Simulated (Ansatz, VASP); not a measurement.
# P in VASP and in Ansatz

Contents of INCAR:

```
SYSTEM = P
ALGO = Fast ; EDIFF = 1E-7
EDIFFG = -0.04 ; ENCUT = 600
GGA = PE ; IBRION = 2
ISIF = 3 ; ISMEAR = 0
LASPH = .TRUE. ; LCHARG = .FALSE.
LREAL = .FALSE. ; LWAVE = .FALSE.
NELM = 80 ; NSW = 90
PREC = Accurate ; SIGMA = 0.1
```

KPOINTS

```
k-points
0
G
  6 6 6
  0 0 0
```

The input POSCAR:

```
P
1.0
   -1.9549946000      1.9549946000      3.8992522600
    1.9549946000     -1.9549946000      3.8992522600
    1.9549946000      1.9549946000     -3.8992522600
P
4
Direct
    0.3750000000      0.9863820100      0.1113820100
    0.7363820100      0.1250000000      0.1113820100
    0.0136179900      0.6250000000      0.8886179900
    0.8750000000      0.2636179900      0.8886179900
```

Input for Ansatz:

```yaml
crystal:
  lattice:
    - [-1.9549946, 1.9549946, 3.89925226]
    - [1.9549946, -1.9549946, 3.89925226]
    - [1.9549946, 1.9549946, -3.89925226]
  atoms:
    - { symbol: P, position: [0.375, 0.98638201, 0.11138201] }
    - { symbol: P, position: [0.73638201, 0.125, 0.11138201] }
    - { symbol: P, position: [0.01361799, 0.625, 0.88861799] }
    - { symbol: P, position: [0.875, 0.26361799, 0.88861799] }
basis:
  ecutwfc: 420
kpoints:
  mp_grid: { grid: [6, 6, 6] }
hamiltonian:
  xc: pbe
scf:
  occupations: { method: gaussian, width: 0.1 }
  lower_state_search: "off"
output:
  forces: true
  stress: true
  eigenvalues: true
relax:
  adjacent_minimum: "off"
  f_tol: 0.04
  max_steps: 70
  cell: { stress_tol: 0.4 }
```

Alike in both runs: task relaxation of cell and atoms; functional PBE; k mesh 6 × 6 × 6; occupations gaussian, width 0.1 eV; no spin polarisation.

|  | VASP | Ansatz |
| --- | --- | --- |
| version | VASP 6.6.1 | Ansatz 0.2.0 |
| potentials or method | VASP PAW PBE potentials, release 64 (P), cutoff 600 eV | scalar-relativistic, plane waves, PAW |
| valence electrons in the cell | 20 | 20 |

|  | VASP | Ansatz | Ansatz less VASP |
| --- | --- | --- | --- |
| gap on the k mesh at the Fermi level, each at its own relaxed structure (eV) | none | none | - |
| relaxed volume (Å³/atom) | 15.06 | 15.09 | +0.026 |
| relaxed length of the cell vector where the two differ most in proportion (Å) | 5.602 | 5.611 | +0.0093 |

A gap of «none» marks a metal or a gap that the smearing closes.

The k mesh is coarse, so the values compare programs but aren't converged.
